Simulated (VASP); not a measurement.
# Mg2InPtC6N6 (Fm-3m) in VASP: further runs, part 3 of 3

VASP 6.6.1. Earlier steps stand in the parts before.

## (5) Relaxation of cell and atoms, PBE

INCAR reads:

```
SYSTEM = Mg2InPtC6N6
ALGO = Normal
EDIFF = 1E-7
EDIFFG = -0.04
ENCUT = 600
GGA = PE
IBRION = 2
ISIF = 3
ISMEAR = 0
LASPH = .True.
LCHARG = .False.
LREAL = Auto
LWAVE = .False.
NELM = 60
NSW = 90
PREC = Accurate
SIGMA = 0.1
```

KPOINTS reads:

```
k-points
0
Gamma
  4 4 4
  0 0 0
```

POSCAR reads:

```
Mg2InPtC6N6
1.0
    0.0000000000      5.1845000000      5.1845000000
    5.1845000000      0.0000000000      5.1845000000
    5.1845000000      5.1845000000      0.0000000000
Mg In Pt C N
2 1 1 6 6
Direct
    0.2500000000      0.2500000000      0.2500000000
    0.7500000000      0.7500000000      0.7500000000
    0.5000000000      0.5000000000      0.5000000000
    0.0000000000      0.0000000000      0.0000000000
    0.8151220000      0.1848780000      0.1848780000
    0.1848780000      0.8151220000      0.1848780000
    0.1848780000      0.1848780000      0.8151220000
    0.1848780000      0.8151220000      0.8151220000
    0.8151220000      0.1848780000      0.8151220000
    0.8151220000      0.8151220000      0.1848780000
    0.7022856600      0.2977143400      0.2977143400
    0.2977143400      0.7022856600      0.2977143400
    0.2977143400      0.2977143400      0.7022856600
    0.2977143400      0.7022856600      0.7022856600
    0.7022856600      0.2977143400      0.7022856600
    0.7022856600      0.7022856600      0.2977143400
```

Run with:

```bash
$ cat potpaw_PBE.64/Mg/POTCAR potpaw_PBE.64/In_d/POTCAR potpaw_PBE.64/Pt/POTCAR potpaw_PBE.64/C/POTCAR potpaw_PBE.64/N/POTCAR > POTCAR
$ mpirun -np 1 vasp_std > vasp.out
```

Run time: 49 min. Hardware: 1 thread of Intel Xeon Platinum 8488C (Sapphire Rapids), shared host; peak memory 0.61 GiB.

Results (log left out):

- Free energy: -107.5987 eV
- Relaxed volume: 21.31 Å³/atom
- Relaxed cell: a = 7.842 Å, b = 7.842 Å, c = 7.842 Å, α = 60.00°, β = 60.00°, γ = 60.00°
- Space group after relaxing (to 0.1 Å): Fm-3m (No. 225)
- Energy gained by relaxing: 165.2 meV/atom
- Ionic steps: 21
- Pressure after relaxing: 0.0 GPa
- Largest force after relaxing: 0.014 eV/Å
- Band gap on the k mesh: zero (an odd number of electrons rules out a gap without spin polarisation)

Forces on the atoms (eV/Å):
```
Mg   0.000  0.000  0.000
Mg   0.000  0.000  0.000
In   0.000  0.000  0.000
Pt   0.000  0.000  0.000
C    0.008  0.000  0.000
C    0.000  0.008  0.000
C    0.000  0.000  0.008
C   -0.008  0.000  0.000
C    0.000 -0.008  0.000
C    0.000  0.000 -0.008
N    0.014  0.000  0.000
N    0.000  0.014  0.000
N    0.000  0.000  0.014
N   -0.014  0.000  0.000
N    0.000 -0.014  0.000
N    0.000  0.000 -0.014
```

The path:
```
step  energy change (eV)  largest force (eV/Å)  pressure (GPa)  volume (Å³)
   1              0.0000                2.2237           12.06       278.71
   2              2.2722               17.5891           15.35       335.03
   3             -1.2043                4.9317           13.06       299.54
   4             -2.2145                2.8430            6.50       317.46
   5             -2.5715                0.3299           -1.47       347.83
   6             -2.6125                0.8270            0.08       340.71
   7             -2.6129                0.8884            0.28       339.85
   8             -2.6312                0.2217            0.14       337.57
   9             -2.6317                0.0979            0.13       337.14
  10             -2.6317                0.1109            0.13       337.19
  11             -2.6322                0.1011            0.11       337.34
  12             -2.6338                0.1084            0.02       337.77
  13             -2.6362                0.1464           -0.12       338.63
  14             -2.6384                0.2256           -0.39       340.36
  15             -2.6390                0.1744           -0.35       340.45
  16             -2.6401                0.0945           -0.22       340.70
  17             -2.6401                0.1426           -0.18       340.79
  18             -2.6405                0.1357           -0.18       340.80
  19             -2.6415                0.1148           -0.15       340.82
  20             -2.6428                0.0729           -0.10       340.87
  21             -2.6434                0.0139            0.01       340.96
```

Final structure:
```xyz
16
Lattice="0.0000 5.5449 5.5449 5.5449 0.0000 5.5449 5.5449 5.5449 0.0000" Properties=species:S:1:pos:R:3 pbc="T T T"
Mg    2.7724    2.7724    2.7724
Mg    8.3173    8.3173    8.3173
In    5.5449    5.5449    5.5449
Pt    5.5449    0.0000    5.5449
C     2.0898    5.5449    5.5449
C     5.5449    2.0898    5.5449
C     5.5449    5.5449    2.0898
C     9.0000    5.5449    5.5449
C     5.5449    9.0000    5.5449
C     5.5449    5.5449    9.0000
N     3.2599    5.5449    5.5449
N     5.5449    3.2599    5.5449
N     5.5449    5.5449    3.2599
N     7.8299    5.5449    5.5449
N     5.5449    7.8299    5.5449
N     5.5449    5.5449    7.8299
```

Levels at points of the mesh, in eV from the Fermi level:
```
           k point  band 36  band 37  band 38  band 39  band 40  band 41  band 42  band 43  band 44  band 45
(0.00, 0.00, 0.00)    -5.32    -5.32    -5.32    -1.46    -0.77     0.36     0.36     1.03     1.38     1.38
(0.50, 0.00, 0.00)    -5.18    -5.11    -5.11    -0.87    -0.85     0.21     0.21     0.99     1.48     1.57
(0.50, 0.50, 0.00)    -5.33    -4.93    -4.93    -0.84    -0.63    -0.31     0.40     1.27     1.45     1.62
```

Caveat: the volume moved by over 15 % at a fixed basis, so the end points are rough; spin-orbit coupling is left out, which moves the levels of the heavy elements.

## (6) Single point, PBE, collinear spin

INCAR reads:

```
PREC = Accurate
ENCUT = 520
EDIFF = 1E-6
ISMEAR = 0
SIGMA = 0.1
LREAL = Auto
LASPH = True
NELM = 150
ALGO = Normal
ISIF = 2
LWAVE = False
LCHARG = True
ISPIN = 2
MAGMOM = 0 0 0 1 0 0 0 0 0 0 0 0 0 0 0 0
LORBIT = 11
LMAXMIX = 4
GGA = PE
LELF = True
LVHAR = True
NBANDS = 58
```

KPOINTS reads:

```
regular mesh
0
Gamma
  4 4 4
```

POSCAR is that of step 5.

Potentials or basis: VASP PAW PBE potentials, release 64 (Mg, In_d, Pt, C, N).

Run with:

```bash
$ cat potpaw_PBE.64/Mg/POTCAR potpaw_PBE.64/In_d/POTCAR potpaw_PBE.64/Pt/POTCAR potpaw_PBE.64/C/POTCAR potpaw_PBE.64/N/POTCAR > POTCAR
$ mpirun -np 1 vasp_std > vasp.out
```

Run time: 8.6 min. Hardware: 1 thread of Intel Xeon Platinum 8488C (Sapphire Rapids), shared host; peak memory 0.66 GiB.

The run converged. Its results:

- Free energy: -104.9370 eV
- Pressure: 12.1 GPa
- Largest force: 2.213 eV/Å
- Net moment: 0.00 μB per cell
- Valence electrons inside the program's atomic spheres: Mg 0.38; In 11.62; Pt 10.59; C 2.63; N 3.91

Forces on the atoms (eV/Å):
```
Mg   0.000  0.000  0.000
Mg   0.000  0.000  0.000
In   0.000  0.000  0.000
Pt   0.000  0.000  0.000
C    2.213  0.000  0.000
C    0.000  2.213  0.000
C    0.000  0.000  2.213
C   -2.213  0.000  0.000
C    0.000 -2.213  0.000
C    0.000  0.000 -2.213
N   -1.262  0.000  0.000
N    0.000 -1.262  0.000
N    0.000  0.000 -1.262
N    1.262  0.000  0.000
N    0.000  1.262  0.000
N    0.000  0.000  1.262
```

Levels at points of the mesh, in eV from the Fermi level:
Spin up:
```
           k point  band 36  band 37  band 38  band 39  band 40  band 41  band 42  band 43  band 44  band 45
(0.00, 0.00, 0.00)    -6.57    -6.57    -6.57    -2.58    -1.68     0.10     0.10     0.10     0.51     0.51
(0.50, 0.00, 0.00)    -6.48    -6.37    -6.37    -1.72    -1.71    -0.09     0.24     0.24     0.44     0.44
(0.50, 0.50, 0.00)    -6.58    -6.15    -6.15    -1.65    -1.37     0.02     0.05     0.39     0.39     0.53
```
Spin down:
| k point | band 37 | band 38 | band 39 | band 40 | band 41 | band 42 | band 43 | band 44 |
| --- | --- | --- | --- | --- | --- | --- | --- | --- |
| (0.00, 0.00, 0.00) | -6.57 | -6.57 | -2.58 | -1.68 | 0.10 | 0.10 | 0.10 | 0.51 |
| (0.50, 0.00, 0.00) | -6.37 | -6.37 | -1.72 | -1.71 | -0.09 | 0.24 | 0.24 | 0.44 |
| (0.50, 0.50, 0.00) | -6.15 | -6.15 | -1.65 | -1.37 | 0.02 | 0.05 | 0.39 | 0.39 |

Caveat: the cell stands under pressure; spin-orbit coupling is left out, which moves the levels of the heavy elements; forces of over 1 eV/Å act on the atoms, so gaps and moduli don't describe the material at rest.

## (7) The runs side by side

```csv
task,spin,cell,k mesh,cutoff (eV),gap on the mesh (eV),pressure (GPa),largest force (eV/Å)
single point,off,"a = 7.332 Å, angles 60.0°, 16 atoms, atomic positions A",4 × 4 × 4,520,none,12.1,2.21
single point,off,"a = 7.835 Å, angles 60.0°, 16 atoms, atomic positions B",4 × 4 × 4,520,none,0.4,0.41
single point,off,"a = 7.844 Å, angles 60.0°, 16 atoms, atomic positions C",6 × 6 × 6,520,none,0.3,0.41
relaxation of cell and atoms,off,"relaxed from a = 7.332 Å, angles 60.0°, 16 atoms, atomic positions A",4 × 4 × 4,600,none,0.0,0.01
single point,collinear,"a = 7.332 Å, angles 60.0°, 16 atoms, atomic positions A",4 × 4 × 4,520,none,12.1,2.21
```

Alike in all rows: level PBE; potentials or basis VASP PAW PBE potentials, release 64 (Mg, In_d, Pt, C, N); smearing gaussian 0.1 eV.

Caveats: spin-orbit coupling is left out, which moves the levels of the heavy elements; the cell stands under pressure (at least some runs); forces of over 1 eV/Å act on the atoms, so gaps and moduli don't describe the material at rest (at least some runs); the volume moved by over 15 % at a fixed basis, so the end points are rough (at least some runs).

Absolute energies hang on the potentials; compare differences alone.
